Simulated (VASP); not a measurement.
Here is a VASP 6.6.1 calculation.

The input INCAR:

```
SYSTEM = Cd2GeBr6
  ALGO = Normal
  EDIFF = 1E-6
  ENCUT = 500
  GGA = PE
  GGA_COMPAT = .False.
  ISIF = 2
  ISMEAR = -1
  LASPH = .True.
  LCHARG = .False.
  LREAL = .False.
  LWAVE = .False.
  NBANDS = 50
  NELM = 120
  PREC = Accurate
  SIGMA = 0.1
```

KPOINTS

```
k-points
0
Gamma
  6 6 6
  0 0 0
```

POSCAR

```
Cd2GeBr6
1.0
    0.0000000000      5.1086440000      5.1086440000
    5.1086440000      0.0000000000      5.1086440000
    5.1086440000      5.1086440000      0.0000000000
Ge Cd Br
1 2 6
Direct
    0.0000000000      0.0000000000      0.0000000000
    0.2500000000      0.2500000000      0.2500000000
    0.7500000000      0.7500000000      0.7500000000
    0.8000000000      0.2000000000      0.2000000000
    0.2000000000      0.8000000000      0.2000000000
    0.2000000000      0.8000000000      0.8000000000
    0.8000000000      0.2000000000      0.8000000000
    0.2000000000      0.2000000000      0.8000000000
    0.8000000000      0.8000000000      0.2000000000
```

Potentials or basis: VASP PAW PBE potentials, release 64 (Ge_d, Cd, Br).

Launch:

```sh
$ cat potpaw_PBE.64/Ge_d/POTCAR potpaw_PBE.64/Cd/POTCAR potpaw_PBE.64/Br/POTCAR > POTCAR
$ mpirun -np 1 vasp_std > vasp.out
```

Q: What does it give for the pressure?

A: 27.7 GPa.

Q: What does it give for the largest force?

A: 12.042 eV/Å.

Forces in eV/Å, atoms in the order of the input:
```
Ge    0.000   0.000   0.000
Cd    0.000   0.000   0.000
Cd    0.000   0.000   0.000
Br   12.042   0.000   0.000
Br    0.000  12.042   0.000
Br  -12.042   0.000   0.000
Br    0.000 -12.042   0.000
Br    0.000   0.000  12.042
Br    0.000   0.000 -12.042
```

Caveat: the cell stands under pressure; forces of over 1 eV/Å act on the atoms, so gaps and moduli don't describe the material at rest.
